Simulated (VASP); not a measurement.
# Te (P3_121) in VASP: further runs

The runs below take Te through single point, with BLYP.

Everything below comes from runs of VASP 6.6.1. Logs are shortened: lines on timing, memory, paths and dates and some standing lists are left out, and cuts for length are marked.

## (1) The cell of the first run

The structure is trigonal, space group P3_121 (No. 152). Conventional cell: a = 5.167 Å, b = 5.167 Å, c = 5.742 Å, α = 90.00°, β = 90.00°, γ = 120.00°. Within 3.6 Å of Te (site symmetry 2) lie 2 Te at 2.75 Å.

## (2) Single point, BLYP (44.25 Å³/atom)

Contents of INCAR:

```
PREC = Accurate ; ENCUT = 520
EDIFF = 1E-7 ; ISMEAR = -1
SIGMA = 0.05 ; LREAL = False
LASPH = True ; NELM = 60
ALGO = Normal ; ISIF = 2
LWAVE = False ; LCHARG = True
GGA = B5 ; ALDAX = 1.0
AGGAX = 1.0 ; AGGAC = 1.0
ALDAC = 0.0 ; LELF = True
LVHAR = True ; NBANDS = 16
```

Contents of KPOINTS:

```
regular mesh
0
Gamma
  7 7 5
```

Contents of POSCAR:

```
Te
1.0
    5.1665935548      0.0000000000      0.0000000000
   -2.5832967774      4.4744012695      0.0000000000
    0.0000000000      0.0000000000      5.7420078694
Te
3
Direct
    0.2204697237      0.0000000000      0.3333333333
    1.0000000000      0.2204697237      0.6666666667
    0.7795302763      0.7795302763      0.0000000000
```

Potentials or basis: VASP PAW PBE potentials, release 64 (Te).

Command:

```
cat potpaw_PBE.64/Te/POTCAR > POTCAR
mpirun -np 1 vasp_std > vasp.out
```

OUTCAR:

```text
PREC = Accurate
   ENCUT = 520
   EDIFF = 1E-7
   ISMEAR = -1
   LREAL = False
   LASPH = True
   NELM = 60
   ISIF = 2
   GGA = B5

 ion  position               nearest neighbor table
   1  0.220  0.000  0.333-   3 2.75   2 2.75
   2  0.000  0.220  0.667-   3 2.75   1 2.75
   3  0.780  0.780  0.000-   1 2.75   2 2.75

  LATTYP: Found a hexagonal cell.
 ALAT       =     5.1665935548
 C/A-ratio  =     1.1113720885

  Lattice vectors:

 A1 = (   5.1665935548,   0.0000000000,   0.0000000000)
 A2 = (  -2.5832967774,   4.4744012695,   0.0000000000)
 A3 = (   0.0000000000,   0.0000000000,   5.7420078694)

Analysis of symmetry for initial positions (statically):
=====================================================================
 Subroutine PRICEL returns:
 Original cell was already a primitive cell.

 Routine SETGRP: Setting up the symmetry group for a
 hexagonal supercell.

 Subroutine GETGRP returns: Found  6 space group operations
 (whereof  2 operations were pure point group operations)
 out of a pool of 24 trial point group operations.

The static configuration has the point symmetry C_2 .
 The point group associated with its full space group is D_3 .

Analysis of symmetry for dynamics (positions and initial velocities):
=====================================================================
 Subroutine PRICEL returns:
 Original cell was already a primitive cell.

 Routine SETGRP: Setting up the symmetry group for a
 hexagonal supercell.

 Subroutine GETGRP returns: Found  6 space group operations
 (whereof  2 operations were pure point group operations)
 out of a pool of 24 trial point group operations.

The dynamic configuration has the point symmetry C_2 .
 The point group associated with its full space group is D_3 .

 Subroutine INISYM returns: Found  6 space group operations
 (whereof  2 operations are pure point group operations),
 and found     1 'primitive' translations

----------------------------------------------------------------------------------------

                                     Primitive cell

  volume of cell :     132.7404

  direct lattice vectors                    reciprocal lattice vectors
     5.166593555  0.000000000  0.000000000     0.193551126  0.111746795  0.000000000
    -2.583296777  4.474401270  0.000000000     0.000000000  0.223493589  0.000000000
     0.000000000  0.000000000  5.742007869     0.000000000  0.000000000  0.174155108

  length of vectors
     5.166593555  5.166593555  5.742007869     0.223493589  0.223493589  0.174155108

  position of ions in fractional coordinates (direct lattice)
     0.220469724  0.000000000  0.333333333
     1.000000000  0.220469724  0.666666667
     0.779530276  0.779530276  0.000000000

  ion indices of the primitive-cell ions
   primitive index   ion index
                 1           1
                 2           2
                 3           3

----------------------------------------------------------------------------------------

 KPOINTS: regular mesh

Automatic generation of k-mesh.
 Grid dimensions read from file:
 generate k-points for:    7    7    5

 Generating k-lattice:

  Cartesian coordinates                     Fractional coordinates (reciprocal lattice)
     0.027650161  0.015963828  0.000000000     0.142857143  0.000000000  0.000000000
     0.000000000  0.031927656  0.000000000     0.000000000  0.142857143  0.000000000
     0.000000000  0.000000000  0.034831022     0.000000000  0.000000000  0.200000000

  Length of vectors
     0.031927656  0.031927656  0.034831022

  Shift w.r.t. Gamma in fractional coordinates (k-lattice)
     0.000000000  0.000000000  0.000000000

 Subroutine IBZKPT returns following result:
 ===========================================

 Found     32 irreducible k-points:

 Following reciprocal coordinates:
            Coordinates               Weight
  0.000000  0.000000  0.000000      1.000000
  0.142857  0.000000  0.000000      6.000000
  0.285714  0.000000  0.000000      6.000000
  0.428571  0.000000  0.000000      6.000000
  0.142857  0.142857  0.000000      6.000000
  0.285714  0.142857  0.000000     12.000000
[... 16 lines left out ...]
  0.000000  0.142857  0.400000      6.000000
  0.285714  0.000000  0.400000      6.000000
 [... further k-points ...]
   k-points           NKPTS =     32   k-points in BZ     NKDIM =     32   number of bands    NBANDS=     16
   number of dos      NEDOS =    301   number of ions     NIONS =      3
   total plane-waves  NPLWV =  76800
   dimension x,y,z NGX =    40 NGY =   40 NGZ =   48
   dimension x,y,z NGXF=    80 NGYF=   80 NGZF=   96
   ions per type =               3
   NGX,Y,Z   is equivalent  to a cutoff of  12.87, 12.87, 13.90 a.u.
   NGXF,Y,Z  is equivalent  to a cutoff of  25.74, 25.74, 27.79 a.u.
 SYSTEM =  unknown system
   PREC   = accura    normal or accurate (medium, high low for compatibility)
   ISTART =      0    job   : 0-new  1-cont  2-samecut
   ICHARG =      2    charge: 1-file 2-atom 10-const
   ISPIN  =      1    spin polarized calculation?
   LNONCOLLINEAR =      F non collinear calculations
   LSORBIT =      F    spin-orbit coupling
   LASPH  =      T    aspherical Exc in radial PAW
   ENCUT  =  520.0 eV  38.22 Ry    6.18 a.u.   9.61  9.61 10.68*2*pi/ulx,y,z
   NELM   =     60;   NELMIN=  2; NELMDL= -5     # of ELM steps
   EDIFF  = 0.1E-06   stopping-criterion for ELM
   LREAL  =      F    real-space projection
   EDIFFG = 0.1E-05   stopping-criterion for IOM
   NSW    =      0    number of steps for IOM
   IBRION =     -1    ionic relax: 0-MD 1-quasi-New 2-CG
   NFREE  =      0    steps in history (QN), initial steepest desc. (CG)
   ISIF   =      2    stress and relaxation
   ISYM   =      2    0-nonsym 1-usesym 2-fastsym
   POTIM  = 0.5000    time-step for ionic-motion
   TEBEG  =    0.0;   TEEND  =   0.0 temperature during run
   PSTRESS=    0.0 pullay stress
   NELECT =      18.0000    total number of electrons
   NUPDOWN=      -1.0000    fix difference up-down
   EMIN   =  10.00;   EMAX   =-10.00  energy-range for DOS
   EFERMI =   0.00;   METHOD = LEGACY
   ISMEAR =    -1;   SIGMA  =   0.05  broadening in eV -4-tet -1-fermi 0-gaus
   EFERMI_NEDOS =   21; number of points for ismear=-14 and -15
   IALGO  =     38    algorithm
   IMIX   =      4    mixing-type and parameters
     AMIX     =   0.40;   BMIX     =  1.00
     AMIX_MAG =   1.60;   BMIX_MAG =  1.00
  volume/ion in A,a.u.               =      44.25       298.59
  Fermi-wavevector in a.u.,A,eV,Ry     =   0.841068  1.589389  9.624708  0.707396
  Thomas-Fermi vector in A             =   1.955553
   LORBIT       =      0    0 simple, 1 ext, 2 COOP (PROOUT), +10 PAW based schemes
   GGA     = B5    functional components
   LHFCALC =     F    Hartree Fock is set to
   AEXX    =    0.0000 exact exchange contribution
   IVDW    =     0    specifies the selected vdW correction
   LEPSILON=     F    determine dielectric tensor
   LRPA    =     F    only Hartree local field effects (RPA)
 non-spin polarized calculation
  energy-cutoff  :      520.00
  volume of cell :      132.74
 maximum number of plane-waves:      3609
 NGX is ok and might be reduce to    40
   NGX = 19   NGY = 19   NGZ = 21

 number of electron      18.0000000 magnetization

 Free energy of the ion-electron system (eV)
  ---------------------------------------------------
  ext. energy  EPLUGINS =         0.00000000
  ---------------------------------------------------
  free energy    TOTEN  =        -7.68954737 eV

  energy without entropy =       -7.68954655  energy(sigma->0) =       -7.68954696

 E-fermi :   3.9864     XC(G=0):  -7.2573

 val. band max:        3.3926365119   @ k =   0.0000   0.4286   0.4000
 cond. band min:       4.6102070769   @ k =   0.0000   0.0000   0.4000
 fundamental gap:      1.2175705650
 Fermi energy:         3.9863991486

 k-point     1 :       0.0000    0.0000    0.0000
  band No.  band energies     occupation
      1      -9.4652      2.00000
      2      -6.3647      2.00000
      3      -6.3647      2.00000
      4       0.3233      2.00000
      5       0.3233      2.00000
      6       0.5776      2.00000
[... 8 lines left out ...]
     15       8.9295      0.00000
     16      10.2419      0.00000

 k-point     2 :       0.1429    0.0000    0.0000
  band No.  band energies     occupation
      1      -9.4211      2.00000
      2      -6.4110      2.00000
      3      -6.3636      2.00000
      4       0.0369      2.00000
      5       0.1809      2.00000
      6       0.6632      2.00000
[... 8 lines left out ...]
     15       9.3430      0.00000
     16      10.2157      0.00000

 k-point     3 :       0.2857    0.0000    0.0000
  band No.  band energies     occupation
      1      -9.3146      2.00000
      2      -6.5280      2.00000
      3      -6.3607      2.00000
      4      -0.2950      2.00000
      5      -0.0421      2.00000
      6       0.7083      2.00000
[... 8 lines left out ...]
     15      10.0673      0.00000
     16      10.7115      0.00000

 k-point     4 :       0.4286    0.0000    0.0000
  band No.  band energies     occupation
      1      -9.2202      2.00000
      2      -6.6365      2.00000
      3      -6.3582      2.00000
      4      -0.4363      2.00000
      5      -0.1859      2.00000
      6       0.8176      2.00000
[... 8 lines left out ...]
     15      10.7642      0.00000
     16      11.2637      0.00000
[... 324 lines left out ...]
 k-point    22 :       0.1429    0.0000    0.4000
  band No.  band energies     occupation
      1      -8.8573      2.00000
      2      -8.1879      2.00000
      3      -4.9503      2.00000
      4      -0.4693      2.00000
      5       0.4412      2.00000
      6       0.7021      2.00000
[... 8 lines left out ...]
     15       9.9682      0.00000
     16      10.0989      0.00000

 k-point    23 :       0.0000    0.1429    0.4000
  band No.  band energies     occupation
      1      -8.8566      2.00000
      2      -8.1892      2.00000
      3      -4.9472      2.00000
      4      -0.4802      2.00000
      5       0.4095      2.00000
      6       0.6939      2.00000
[... 8 lines left out ...]
     15       9.7359      0.00000
     16      10.2724      0.00000

 k-point    24 :       0.2857    0.0000    0.4000
  band No.  band energies     occupation
      1      -8.7684      2.00000
      2      -8.1194      2.00000
      3      -5.1942      2.00000
      4      -0.6875      2.00000
      5       0.1198      2.00000
      6       0.4978      2.00000
[... 8 lines left out ...]
     15      10.0413      0.00000
     16      10.2929      0.00000

 [... further k-points ...]
[... 5 lines left out ...]
  --------------------------------------------------------------------------------------
  -------------------------------------------------------------------------------------
  Total        1.8634945      1.8634945      3.2411207      0.0000000      0.0000000      0.0000000
  in kB       22.4923945     22.4923945     39.1203543      0.0000000      0.0000000      0.0000000
  external PRESSURE =      28.0350478 kB  Pullay stress =       0.0000000 kB

 VOLUME and BASIS-vectors are now :
 -----------------------------------------------------------------------------
  energy-cutoff  :      520.00
  volume of cell :      132.74
      direct lattice vectors                 reciprocal lattice vectors
     5.166593555  0.000000000  0.000000000     0.193551126  0.111746795  0.000000000
    -2.583296777  4.474401270  0.000000000     0.000000000  0.223493589  0.000000000
     0.000000000  0.000000000  5.742007869     0.000000000  0.000000000  0.174155108

 POSITION                                       TOTAL-FORCE (eV/Angst)
 -----------------------------------------------------------------------------------
      1.13908      0.00000      1.91400         0.832872      0.000000     -0.000000
     -0.56954      0.98647      3.82801        -0.416436      0.721288      0.000000
      2.01376      3.48793      0.00000        -0.416436     -0.721288      0.000000
 -----------------------------------------------------------------------------------
    total drift:                               -0.000000     -0.000000      0.000000

  FREE ENERGIE OF THE ION-ELECTRON SYSTEM (eV)
  ---------------------------------------------------
  free  energy   TOTEN  =        -7.6895473707 eV

  energy  without entropy=       -7.6895465513  energy(sigma->0) =       -7.68954696
```

Wall time 66 s (1 thread of Intel Xeon 6975P-C (Granite Rapids), shared host); peak memory 0.27 GiB.

What came out:

| Quantity | Value |
| --- | --- |
| Free energy | -7.6895 eV |
| Pressure | 2.8 GPa |
| Largest force | 0.833 eV/Å |
| Band gap on the k mesh | 1.22 eV (least direct gap 1.35 eV) |

Forces in eV/Å, atoms in the order of the input:
```
Te   0.833  0.000  0.000
Te  -0.416  0.721  0.000
Te  -0.416 -0.721  0.000
```

Stress tensor (GPa, compression positive):
```
2.25 0.00 0.00
0.00 2.25 0.00
0.00 0.00 3.91
```

Caveat: the PAW data sets were made with another functional, which shifts forces and pressure a little; spin-orbit coupling is left out, which moves the levels of the heavy elements. A k mesh can miss the band edges.

[end of part 1 of 2]
